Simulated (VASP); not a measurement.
The system is Li2P.

```xyz
6
Lattice="-1.9036 1.9036 6.3975 1.9036 -1.9036 6.3975 1.9036 1.9036 -6.3975" Properties=species:S:1:pos:R:3 pbc="T T T"
Li    0.0000    1.9036    0.0000
Li    1.9036    0.0000    0.0000
Li    0.0000    0.0000    4.1967
Li    0.0000    0.0000    8.5982
P     0.0000    0.0000    1.7273
P     0.0000    0.0000   11.0676
```

```yaml
Program: VASP 6.6.1
Task: relaxation of cell and atoms
Functional: PBE
Potentials_or_basis: VASP PAW PBE potentials, release 64 (Li_sv, P)
Cutoff: 600 eV
k_mesh: 6 × 6 × 6
Occupations: gaussian, width 0.1 eV
Spin: no spin polarisation
```

At the start: pressure -0.8 GPa; volume 15.46 Å³/atom.

Problem. Where does the relaxation end?

Solution. Over 33 steps the energy falls by 75.7 meV/atom and the volume is 16.49 Å³/atom (+6.7 %); space group I4/mmm (No. 139, to 0.05 Å).

Step by step:
```csv
step,energy change (eV),largest force (eV/Å),pressure (GPa),volume (Å³)
1,0.0000,0.7646,-0.75,92.73
2,-0.0668,0.5511,-0.23,91.76
3,-0.1295,0.2197,1.10,89.76
4,-0.1301,0.2166,1.29,89.52
5,-0.1496,0.1626,0.54,91.49
6,-0.1576,0.0998,-0.25,93.77
7,-0.1644,0.0823,-0.15,93.68
8,-0.1867,0.2874,0.21,93.38
9,-0.2154,0.4900,1.03,92.65
10,-0.2167,0.4365,0.83,92.82
11,-0.2180,0.4389,0.84,92.83
12,-0.2217,0.4484,0.88,92.87
13,-0.2277,0.4977,0.96,92.93
14,-0.2356,0.5945,1.24,93.04
15,-0.2460,0.5810,1.20,93.28
16,-0.2727,0.5381,1.11,94.03
17,-0.3066,0.4532,1.03,95.50
18,-0.3885,0.3570,0.42,98.38
19,0.2587,4.9732,3.80,103.84
20,-0.3942,0.3489,0.34,98.69
21,-0.3281,1.4492,1.18,101.31
22,-0.4017,0.3175,0.36,99.16
23,-0.4030,0.3935,0.54,99.79
24,-0.4040,0.2829,0.46,99.54
25,-0.4210,0.2350,0.11,100.38
26,-0.4332,0.1428,-0.55,102.13
27,-0.4335,0.1555,-0.46,101.89
28,-0.4397,0.1461,-0.35,101.17
29,-0.4493,0.1148,0.01,99.04
30,-0.4496,0.1441,0.10,98.57
31,-0.4532,0.0358,0.30,98.17
32,-0.4532,0.0416,0.32,98.13
33,-0.4543,0.0120,-0.06,98.97
```

Final structure:
```
Li P
1.0
    -2.07710    2.07710    5.73485
     2.07710   -2.07710    5.73485
     2.07710    2.07710   -5.73485
Li P
4 2
Direct
  0.50000 0.00000 0.50000
  0.00000 0.50000 0.50000
  0.32140 0.32140 0.00000
  0.67860 0.67860 0.00000
  0.10314 0.10314 0.00000
  0.89686 0.89686 0.00000
```

Caveat: the k points lie up to 0.36 Å⁻¹ apart in the final cell; the cutoff is under 1.25 times the usual one of these potentials, so pressure, stress and relaxed cells hold a basis-set (Pulay) error.
